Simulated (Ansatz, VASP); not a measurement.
# AlN: VASP beside Ansatz

POSCAR

```
AlN
1.0
    3.1998945732      0.0000000000      0.0000000000
   -1.5999472866      2.7711899898      0.0000000000
    0.0000000000      0.0000000000      5.1279492955
Al N
2 2
Direct
    0.3333333333      0.6666666667     -0.0029868367
    0.6666666667      0.3333333333      0.4970131633
    0.3333333333      0.6666666667      0.3779868367
    0.6666666667      0.3333333333      0.8779868367
```

INCAR.step1

```
SYSTEM = AlN
  ALGO = Normal
  EDIFF = 1E-5
  ENCUT = 520
  GGA = PE
  ISIF = 2
  ISMEAR = 0
  LASPH = .True.
  LREAL = .False.
  LWAVE = .True.
  NBANDS = 16
  NELM = 80
  PREC = Accurate
  SIGMA = 0.01
```

INCAR.step2

```
SYSTEM = AlN
  ALGO = Normal
  EDIFF = 1E-6
  ENCUT = 520
  GGA = PE
  HFSCREEN = 0.2079
  ISIF = 2
  ISMEAR = 0
  ISTART = 1
  LASPH = .True.
  LCHARG = .True.
  LELF = .True.
  LHFCALC = .True.
  LREAL = .False.
  LVHAR = .True.
  LWAVE = .False.
  NBANDS = 16
  NELM = 80
  PREC = Accurate
  PRECFOCK = Normal
  SIGMA = 0.01
```

KPOINTS

```
k-points
0
Gamma
  6 6 4
  0 0 0
```

Input for Ansatz:

```yaml
crystal:
  lattice:
    - [3.1998945732, 0.0, 0.0]
    - [-1.5999472866, 2.7711899898, 0.0]
    - [0.0, 0.0, 5.1279492955]
  atoms:
    - { symbol: Al, position: [0.3333333333, 0.6666666667, -0.0029868367] }
    - { symbol: Al, position: [0.6666666667, 0.3333333333, 0.4970131633] }
    - { symbol: "N", position: [0.3333333333, 0.6666666667, 0.3779868367] }
    - { symbol: "N", position: [0.6666666667, 0.3333333333, 0.8779868367] }
kpoints:
  mp_grid: { grid: [6, 6, 4] }
  band_path:
    path:
      - [0.0, 0.0, 0.0]
      - [0.5, 0.0, 0.0]
      - [0.3333333333, 0.3333333333, 0.0]
      - [0.0, 0.0, 0.5]
      - [0.5, 0.0, 0.5]
      - [0.3333333333, 0.3333333333, 0.5]
    npoints: 1
hamiltonian:
  xc: hse06
scf:
  occupations: { method: fixed }
  n_extra_bands: 5
output:
  forces: true
  stress: true
  eigenvalues: true
```

Change from the starting cell: hydrostatic strain +3.0%.

Alike in both runs: task single point; functional HSE06; k mesh 6 × 6 × 4; no spin polarisation.

```csv
,VASP,Ansatz
version,VASP 6.6.1,Ansatz 0.2.0
potentials or method,"VASP PAW PBE potentials, release 64 (Al, N)","plane waves, PAW"
plane-wave cutoff (eV),520,420
occupations,"gaussian, width 0.01 eV",fixed
valence electrons in the cell,16,16
```

|  | VASP | Ansatz | Ansatz less VASP |
| --- | --- | --- | --- |
| gap on the k mesh at the Fermi level (eV) | 4.76 | 4.77 | +0.012 |
| pressure (GPa) | -16.5 | -16.4 | +0.19 |
| traceless stress, the component that is largest in VASP (GPa) | 0.75 | 0.67 | -0.071 |
| rms of the force components (eV/Å) | 0.004 | 0.005 | +0.0013 |

Atom by atom the forces differ by 0.001 eV/Å (rms over components). Ansatz's warnings: stress exchange threshold loose, stress scf threshold loose.
